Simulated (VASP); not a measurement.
# Ca2Se (I-4m2) in VASP: further runs

Runs on Ca2Se. Level: PBE. Tasks: single point, relaxation of cell and atoms.

Everything below comes from runs of VASP 6.6.1. Logs are shortened: lines on timing, memory, paths and dates and some standing lists are left out, and cuts for length are marked.

### Step 1. The cell of the first run

The structure is tetragonal, space group I-4m2 (No. 119). The conventional cell has a = 5.660 Å, b = 5.660 Å, c = 9.498 Å, α = 90.00°, β = 90.00°, γ = 90.00°. Ca (site symmetry -4m2) has 8 Ca at 2.83 to 3.69 Å and 4 Se at 3.69 Å within 3.7 Å. Within 3.1 Å of Ca (site symmetry -4m2) lie 2 Ca at 2.33 Å. Within 3.1 Å of Ca (site symmetry 2mm) lie 3 Ca at 2.33 to 2.83 Å and 3 Se at 2.42 to 2.83 Å. Se (site symmetry -4m2) has 8 Ca at 2.83 to 3.69 Å and 4 Se at 3.69 Å within 3.7 Å. Se (site symmetry -4m2) has 2 Ca at 2.42 Å within 3.2 Å.

The cell was generated, and may not be a known phase.

### Step 2. Single point, PBE

INCAR reads:

```
  PREC = Accurate
  ENCUT = 520
  EDIFF = 1E-6
  ISMEAR = 0
  SIGMA = 0.1
  LREAL = False
  LASPH = True
  NELM = 80
  ALGO = Normal
  ISIF = 2
  LWAVE = False
  LCHARG = True
  GGA = PE
  LELF = True
  LVHAR = True
  NBANDS = 35
```

KPOINTS reads:

```
regular mesh
0
Gamma
  4 4 4
```

POSCAR reads:

```
Ca2Se
1.0
   -2.8300148600      2.8300148600      4.7488088500
    2.8300148600     -2.8300148600      4.7488088500
    2.8300148600      2.8300148600     -4.7488088500
Ca Se
4 2
Direct
    0.0000000000      0.0000000000      0.0000000000
    0.2500000000      0.7500000000      0.5000000000
    0.0045120300      0.5045120300      0.5000000000
    0.4954879700      0.9954879700      0.5000000000
    0.5000000000      0.5000000000      0.0000000000
    0.7500000000      0.2500000000      0.5000000000
```

Potentials or basis: VASP PAW PBE potentials, release 64 (Ca_sv, Se).

Run with:

```sh
$ cat potpaw_PBE.64/Ca_sv/POTCAR potpaw_PBE.64/Se/POTCAR > POTCAR
$ mpirun -np 1 vasp_std > vasp.out
```

OUTCAR:

```text
PREC = Accurate
   ENCUT = 520
   EDIFF = 1E-6
   ISMEAR = 0
   LREAL = False
   LASPH = True
   NELM = 80
   ISIF = 2
   GGA = PE

 ion  position               nearest neighbor table
   1  0.000  0.000  0.000-   3 2.83   4 2.83   3 2.83   4 2.83
   2  0.250  0.750  0.500-   3 2.33   4 2.33
   3  0.005  0.505  0.500-   2 2.33   6 2.42   5 2.83   1 2.83   1 2.83   5 2.83
   4  0.495  0.995  0.500-   2 2.33   6 2.42   1 2.83   5 2.83   1 2.83   5 2.83
   5  0.500  0.500  0.000-   3 2.83   4 2.83   3 2.83   4 2.83
   6  0.750  0.250  0.500-   3 2.42   4 2.42

  LATTYP: Found a body centered tetragonal cell.
 ALAT       =     5.6600297200
 C/A-ratio  =     1.6780155176

  Lattice vectors:

 A1 = (  -2.8300148600,   2.8300148600,   4.7488088500)
 A2 = (   2.8300148600,  -2.8300148600,   4.7488088500)
 A3 = (   2.8300148600,   2.8300148600,  -4.7488088500)

Analysis of symmetry for initial positions (statically):
=====================================================================
 Subroutine PRICEL returns:
 Original cell was already a primitive cell.

 Routine SETGRP: Setting up the symmetry group for a
 body centered tetragonal supercell.

 Subroutine GETGRP returns: Found  8 space group operations
 (whereof  8 operations were pure point group operations)
 out of a pool of 16 trial point group operations.

The static configuration has the point symmetry D_2d.

Analysis of symmetry for dynamics (positions and initial velocities):
=====================================================================
 Subroutine PRICEL returns:
 Original cell was already a primitive cell.

 Routine SETGRP: Setting up the symmetry group for a
 body centered tetragonal supercell.

 Subroutine GETGRP returns: Found  8 space group operations
 (whereof  8 operations were pure point group operations)
 out of a pool of 16 trial point group operations.

The dynamic configuration has the point symmetry D_2d.

 Subroutine INISYM returns: Found  8 space group operations
 (whereof  8 operations are pure point group operations),
 and found     1 'primitive' translations

----------------------------------------------------------------------------------------

                                     Primitive cell

  volume of cell :     152.1325

  direct lattice vectors                    reciprocal lattice vectors
    -2.830014860  2.830014860  4.748808850     0.000000000  0.176677518  0.105289561
     2.830014860 -2.830014860  4.748808850     0.176677518  0.000000000  0.105289561
     2.830014860  2.830014860 -4.748808850     0.176677518  0.176677518  0.000000000

  length of vectors
     6.210406888  6.210406888  6.210406888     0.205671673  0.205671673  0.249859741

  position of ions in fractional coordinates (direct lattice)
     0.000000000  0.000000000  0.000000000
     0.250000000  0.750000000  0.500000000
     0.004512030  0.504512030  0.500000000
     0.495487970  0.995487970  0.500000000
     0.500000000  0.500000000  0.000000000
     0.750000000  0.250000000  0.500000000

  ion indices of the primitive-cell ions
   primitive index   ion index
                 1           1
                 2           2
                 3           3
                 4           4
                 5           5
                 6           6

----------------------------------------------------------------------------------------

 KPOINTS: regular mesh

Automatic generation of k-mesh.
 Grid dimensions read from file:
 generate k-points for:    4    4    4

 Generating k-lattice:

  Cartesian coordinates                     Fractional coordinates (reciprocal lattice)
     0.000000000  0.044169379  0.026322390     0.250000000  0.000000000  0.000000000
     0.044169379  0.000000000  0.026322390     0.000000000  0.250000000  0.000000000
     0.044169379  0.044169379  0.000000000     0.000000000  0.000000000  0.250000000

  Length of vectors
     0.051417918  0.051417918  0.062464935

  Shift w.r.t. Gamma in fractional coordinates (k-lattice)
     0.000000000  0.000000000  0.000000000

 Subroutine IBZKPT returns following result:
 ===========================================

 Found     13 irreducible k-points:

 Following reciprocal coordinates:
            Coordinates               Weight
  0.000000  0.000000  0.000000      1.000000
  0.250000  0.000000  0.000000      8.000000
  0.500000  0.000000  0.000000      4.000000
  0.250000  0.250000  0.000000      8.000000
  0.500000  0.250000  0.000000     16.000000
 -0.250000  0.250000  0.000000      4.000000
  0.500000  0.500000  0.000000      2.000000
  0.250000  0.250000  0.250000      2.000000
 -0.250000  0.250000  0.250000      4.000000
  0.500000  0.500000  0.250000      4.000000
 -0.250000  0.500000  0.250000      8.000000
 -0.250000 -0.250000  0.250000      2.000000
  0.500000  0.500000  0.500000      1.000000
   k-points           NKPTS =     13   k-points in BZ     NKDIM =     13   number of bands    NBANDS=     35
[... 33 lines left out ...]
   EFERMI_NEDOS =   21; number of points for ismear=-14 and -15
   IALGO  =     38    algorithm
   IMIX   =      4    mixing-type and parameters
     AMIX     =   0.40;   BMIX     =  1.00
     AMIX_MAG =   1.60;   BMIX_MAG =  1.00
  volume/ion in A,a.u.               =      25.36       171.11
  Fermi-wavevector in a.u.,A,eV,Ry     =   1.144639  2.163054 17.826335  1.310199
  Thomas-Fermi vector in A             =   2.281330
   LORBIT       =      0    0 simple, 1 ext, 2 COOP (PROOUT), +10 PAW based schemes
   GGA     = PE    functional components
   LHFCALC =     F    Hartree Fock is set to
   AEXX    =    0.0000 exact exchange contribution
   IVDW    =     0    specifies the selected vdW correction
   LEPSILON=     F    determine dielectric tensor
   LRPA    =     F    only Hartree local field effects (RPA)
 non-spin polarized calculation
 Gauss-broadening in eV      SIGMA  =   0.10
  energy-cutoff  :      520.00
  volume of cell :      152.13
 maximum number of plane-waves:      4121
 NGX is ok and might be reduce to    48
   NGX = 23   NGY = 23   NGZ = 23

 number of electron      51.9999998 magnetization

 Free energy of the ion-electron system (eV)
  ---------------------------------------------------
  ext. energy  EPLUGINS =         0.00000000
  ---------------------------------------------------
  free energy    TOTEN  =       -11.34494100 eV

  energy without entropy =      -11.31654142  energy(sigma->0) =      -11.33074121

 E-fermi :   4.1824     XC(G=0):  -9.2425

 val. band max:        4.1711169962   @ k =   0.2500   0.2500   0.2500
 cond. band min:       4.1996726626   @ k =   0.5000   0.2500   0.0000
 fundamental gap:      0.0285556664
 Fermi energy:         4.1823543676

 k-point     1 :       0.0000    0.0000    0.0000
  band No.  band energies     occupation
      1     -37.9914      2.00000
      2     -37.8419      2.00000
      3     -36.6097      2.00000
      4     -36.4662      2.00000
      5     -20.3313      2.00000
      6     -19.3043      2.00000
[... 27 lines left out ...]
     34       6.3025      0.00000
     35       7.2504      0.00000

 k-point     2 :       0.2500    0.0000    0.0000
  band No.  band energies     occupation
      1     -37.9852      2.00000
      2     -37.8457      2.00000
      3     -36.6101      2.00000
      4     -36.4696      2.00000
      5     -20.3309      2.00000
      6     -19.3057      2.00000
[... 27 lines left out ...]
     34       6.6017      0.00000
     35       7.0683      0.00000

 k-point     3 :       0.5000    0.0000    0.0000
  band No.  band energies     occupation
      1     -37.9786      2.00000
      2     -37.8498      2.00000
      3     -36.6106      2.00000
      4     -36.4731      2.00000
      5     -20.3305      2.00000
      6     -19.3071      2.00000
[... 27 lines left out ...]
     34       6.4892      0.00000
     35       6.6033      0.00000
[... 305 lines left out ...]
 k-point    12 :      -0.2500   -0.2500    0.2500
  band No.  band energies     occupation
      1     -37.9831      2.00000
      2     -37.8513      2.00000
      3     -36.6057      2.00000
      4     -36.4691      2.00000
      5     -20.3320      2.00000
      6     -19.3121      2.00000
[... 27 lines left out ...]
     34       6.7053      0.00000
     35       6.7688      0.00000

 k-point    13 :       0.5000    0.5000    0.5000
  band No.  band energies     occupation
      1     -37.9736      2.00000
      2     -37.8620      2.00000
      3     -36.6013      2.00000
      4     -36.4725      2.00000
      5     -20.3163      2.00000
      6     -19.3197      2.00000
[... 27 lines left out ...]
     34       6.5103      0.00000
     35       6.5103      0.00000

------------------------ aborting loop because EDIFF is reached ----------------------------------------

  FORCE on cell =-STRESS in cart. coord.  units (eV):
  Direction    XX          YY          ZZ          XY          YZ          ZX
  --------------------------------------------------------------------------------------
  -------------------------------------------------------------------------------------
  Total        5.9926952      5.9926952     27.3982976      0.0000000      0.0000000     -0.0000000
  in kB       63.1118136     63.1118136    288.5440006      0.0000000      0.0000000     -0.0000000
  external PRESSURE =     138.2558759 kB  Pullay stress =       0.0000000 kB

 VOLUME and BASIS-vectors are now :
 -----------------------------------------------------------------------------
  energy-cutoff  :      520.00
  volume of cell :      152.13
      direct lattice vectors                 reciprocal lattice vectors
    -2.830014860  2.830014860  4.748808850     0.000000000  0.176677518  0.105289561
     2.830014860 -2.830014860  4.748808850     0.176677518  0.000000000  0.105289561
     2.830014860  2.830014860 -4.748808850     0.176677518  0.176677518  0.000000000

 POSITION                                       TOTAL-FORCE (eV/Angst)
 -----------------------------------------------------------------------------------
      0.00000      0.00000      0.00000         0.000000      0.000000     -0.000000
      2.83001      0.00000      2.37440         0.000000      0.000000     -0.000000
      2.83001      0.00000      0.04285        -0.000000     -0.000000     -1.754613
      2.83001      0.00000      4.70596        -0.000000     -0.000000      1.754613
      0.00000      0.00000      4.74881         0.000000      0.000000     -0.000000
      0.00000      2.83001      2.37440         0.000000      0.000000     -0.000000
 -----------------------------------------------------------------------------------
    total drift:                                0.000000     -0.000000      0.000000

  FREE ENERGIE OF THE ION-ELECTRON SYSTEM (eV)
  ---------------------------------------------------
  free  energy   TOTEN  =       -11.3449410024 eV

  energy  without entropy=      -11.3165414157  energy(sigma->0) =      -11.33074121
```

Run time: 80 s. Hardware: 1 thread of Intel Xeon Platinum 8375C at 2.90GHz (Ice Lake), shared host; peak memory 0.33 GiB.

What came out:

* Free energy: -11.3449 eV
* Pressure: 13.8 GPa
* Largest force: 1.755 eV/Å
* Band gap on the k mesh: zero (bands 26 and 27 overlap by 0.76 eV)

Forces in eV/Å, atoms in the order of the input:
```
Ca   0.000  0.000  0.000
Ca   0.000  0.000  0.000
Ca   0.000  0.000 -1.755
Ca   0.000  0.000  1.755
Se   0.000  0.000  0.000
Se   0.000  0.000  0.000
```

Stress tensor (GPa, compression positive):
```
 6.31  0.00  0.00
 0.00  6.31  0.00
 0.00  0.00 28.85
```

Caveat: the stress differs along the axes, from 6 to 29 GPa; semilocal functionals underestimate gaps, and a narrow one can read as zero; forces of over 1 eV/Å act on the atoms, so gaps and moduli don't describe the material at rest.

### Step 3. Single point, PBE

This run uses another cell than the first one, of 40.04 Å³/atom.

INCAR reads:

```
SYSTEM = Ca2Se
ALGO = Normal
EDIFF = 1E-6
ENCUT = 520
GGA = PE
ISIF = 2
ISMEAR = 0
LASPH = .TRUE.
LCHARG = .FALSE.
LREAL = .FALSE.
LWAVE = .FALSE.
NBANDS = 35
NELM = 60
PREC = Accurate
SIGMA = 0.1
```

KPOINTS reads:

```
k-points
0
G
  4 4 4
  0 0 0
```

POSCAR reads:

```
Ca2Se
1.0
   -3.0152370812      3.0152370812      6.6061101445
    3.0152370812     -3.0152370812      6.6061101445
    3.0152370812      3.0152370812     -6.6061101445
Ca Se
4 2
Direct
    0.0000000000      0.0000000000      0.0000000000
    0.2500000000      0.7500000000      0.5000000000
   -0.0486747697      0.4513252303      0.5000000000
    0.5486747697      1.0486747697      0.5000000000
    0.5000000000      0.5000000000      0.0000000000
    0.7500000000      0.2500000000      0.5000000000
```

Potentials or basis: VASP PAW PBE potentials, release 64 (Ca_sv, Se).

Run with:

```sh
$ cat potpaw_PBE.64/Ca_sv/POTCAR potpaw_PBE.64/Se/POTCAR > POTCAR
$ mpirun -np 1 vasp_std > vasp.out
```

Run time: 2.7 min. Hardware: 1 thread of Intel Xeon Platinum 8375C at 2.90GHz (Ice Lake), shared host; peak memory 0.51 GiB.

The run converged. Its results:

```yaml
Free_energy: -16.5833 eV
Pressure: 0.0 GPa
Largest_force: 0.012 eV/Å
Band_gap_on_the_k_mesh: zero (bands 26 and 27 overlap by 0.21 eV)
```

Forces on the atoms (eV/Å):
```
Ca   0.000  0.000  0.000
Ca   0.000  0.000  0.000
Ca   0.000  0.000 -0.012
Ca   0.000  0.000  0.012
Se   0.000  0.000  0.000
Se   0.000  0.000  0.000
```

Stress tensor (GPa, compression positive):
```
 0.03  0.00  0.00
 0.00  0.03  0.00
 0.00  0.00 -0.05
```

Levels at points of the mesh, in eV from the Fermi level:
```csv
k point,band 24,band 25,band 26,band 27,band 28,band 29
"(0.00, 0.00, 0.00)",-2.15,-2.06,-0.17,0.13,0.25,0.41
"(0.50, 0.00, 0.00)",-1.86,-0.85,-0.33,0.14,0.26,0.59
"(0.50, 0.50, 0.00)",-1.65,-0.95,-0.60,0.33,0.58,0.65
"(0.50, 0.50, 0.50)",-1.95,-1.60,-0.42,-0.11,0.06,0.36
```

Caveat: semilocal functionals underestimate gaps, and a narrow one can read as zero.

### Step 4. Relaxation of cell and atoms, PBE

INCAR reads:

```
SYSTEM = Ca2Se
PREC     = Accurate       ! precision mode
ENCUT    = 600            ! plane-wave cutoff, eV
EDIFF    = 1E-7           ! SCF threshold, eV
ISMEAR   = 0              ! smearing method
SIGMA    = 0.1            ! smearing width, eV
LREAL    = .False.        ! projectors in reciprocal space
LASPH    = .True.         ! aspherical terms in the spheres
NELM     = 100            ! most SCF steps
ALGO     = Normal         ! electronic algorithm
ISIF     = 3              ! what is computed and relaxed
LWAVE    = .False.        ! write WAVECAR
LCHARG   = .False.        ! write CHGCAR
GGA      = PE             ! functional
IBRION   = 2              ! ionic algorithm
NSW      = 90             ! ionic steps
EDIFFG   = -0.04          ! ionic threshold
```

KPOINTS reads:

```
Automatic mesh
0
Gamma
  4 4 4
  0 0 0
```

POSCAR reads:

```
Ca2Se
1.0
   -2.8300148600      2.8300148600      4.7488088500
    2.8300148600     -2.8300148600      4.7488088500
    2.8300148600      2.8300148600     -4.7488088500
Ca Se
4 2
Direct
    0.0000000000      0.0000000000      0.0000000000
    0.2500000000      0.7500000000      0.5000000000
    0.0045120300      0.5045120300      0.5000000000
    0.4954879700      0.9954879700      0.5000000000
    0.5000000000      0.5000000000      0.0000000000
    0.7500000000      0.2500000000      0.5000000000
```

Run with:

```sh
$ cat potpaw_PBE.64/Ca_sv/POTCAR potpaw_PBE.64/Se/POTCAR > POTCAR
$ mpirun -np 1 vasp_std > vasp.out
```

Run time: 17 min. Hardware: 1 thread of Intel Xeon Platinum 8375C at 2.90GHz (Ice Lake), shared host; peak memory 0.4 GiB.

It converged, with:

- Free energy: -16.5626 eV
- Relaxed volume: 39.84 Å³/atom
- Relaxed cell: a = 7.808 Å, b = 7.808 Å, c = 7.808 Å, α = 134.42°, β = 134.42°, γ = 66.43°
- Space group after relaxing (to 0.1 Å): I-4m2 (No. 119)
- Energy gained by relaxing: 869.4 meV/atom
- Ionic steps: 12
- Pressure after relaxing: 0.1 GPa
- Largest force after relaxing: 0.033 eV/Å
- Band gap on the k mesh: zero (bands 26 and 27 overlap by 0.20 eV)

Forces in eV/Å, atoms in the order of the input:
```
Ca   0.000  0.000  0.000
Ca   0.000  0.000  0.000
Ca   0.000  0.000 -0.033
Ca   0.000  0.000  0.033
Se   0.000  0.000  0.000
Se   0.000  0.000  0.000
```

Step by step:
```
step  energy change (eV)  largest force (eV/Å)  pressure (GPa)  volume (Å³)
   1              0.0000                1.7538           13.84       152.13
   2             -3.7647                2.4968            2.88       204.02
   3             -4.1640                2.0846            0.61       225.78
   4             -4.1992                1.9538            0.07       232.71
   5             -4.6046                1.6223           -0.32       237.30
   6             -5.0928                0.2771           -0.01       251.23
   7             -5.1110                0.3167           -0.31       248.14
   8             -5.1151                0.1651           -0.24       249.00
   9             -5.1777                0.1543           -0.27       246.25
  10             -5.2109                0.1885           -0.23       242.02
  11             -5.2133                0.0955            0.30       236.85
  12             -5.2165                0.0325            0.06       239.04
```

Final structure:
```
CELL_PARAMETERS angstrom
-3.02463 3.02463 6.53241
3.02463 -3.02463 6.53241
3.02463 3.02463 -6.53241
ATOMIC_POSITIONS crystal
Ca 0.00000 0.00000 0.00000
Ca 0.25000 0.75000 0.50000
Ca 0.95351 0.45351 0.50000
Ca 0.54649 0.04649 0.50000
Se 0.50000 0.50000 0.00000
Se 0.75000 0.25000 0.50000
```

Levels at points of the mesh, in eV from the Fermi level:
```tsv
k point	band 22	band 23	band 24	band 25	band 26	band 27	band 28	band 29	band 30	band 31
(0.00, 0.00, 0.00)	-2.57	-2.15	-2.15	-2.02	-0.17	0.13	0.27	0.44	0.92	0.92
(0.50, 0.00, 0.00)	-2.58	-2.07	-1.82	-0.85	-0.35	0.15	0.25	0.63	0.86	1.19
(0.50, 0.50, 0.00)	-2.48	-2.46	-1.62	-0.93	-0.61	0.36	0.59	0.68	0.78	0.91
(0.50, 0.50, 0.50)	-2.53	-1.92	-1.92	-1.58	-0.41	-0.11	0.08	0.34	0.34	0.97
```

Caveat: the volume moved by over 15 % at a fixed basis, so the end points are rough; semilocal functionals underestimate gaps, and a narrow one can read as zero.

### Step 5. Summary

```csv
task,cell,cutoff (eV),gap on the mesh (eV),pressure (GPa),largest force (eV/Å)
single point,"a = 6.210 Å, angles 125.8, 125.8, 80.2°, 6 atoms, atomic positions A",520,none,13.8,1.75
single point,"a = 7.863 Å, angles 134.9, 134.9, 65.7°, 6 atoms, atomic positions B",520,none,0.0,0.01
relaxation of cell and atoms,"relaxed from a = 6.210 Å, angles 125.8, 125.8, 80.2°, 6 atoms, atomic positions A",600,none,0.1,0.03
```

Alike in all rows: level PBE; potentials or basis VASP PAW PBE potentials, release 64 (Ca_sv, Se); no spin polarisation; k mesh 4 × 4 × 4; smearing gaussian 0.1 eV.

Caveats: semilocal functionals underestimate gaps, and a narrow one can read as zero; the stress differs along the axes, from 6 to 29 GPa (at least some runs); forces of over 1 eV/Å act on the atoms, so gaps and moduli don't describe the material at rest (at least some runs); the volume moved by over 15 % at a fixed basis, so the end points are rough (at least some runs).

Total energies depend on the potentials used, so only differences within one code and one set of settings carry meaning.

The gap in the log of VASP goes by the Fermi energy; the results here count the filled bands.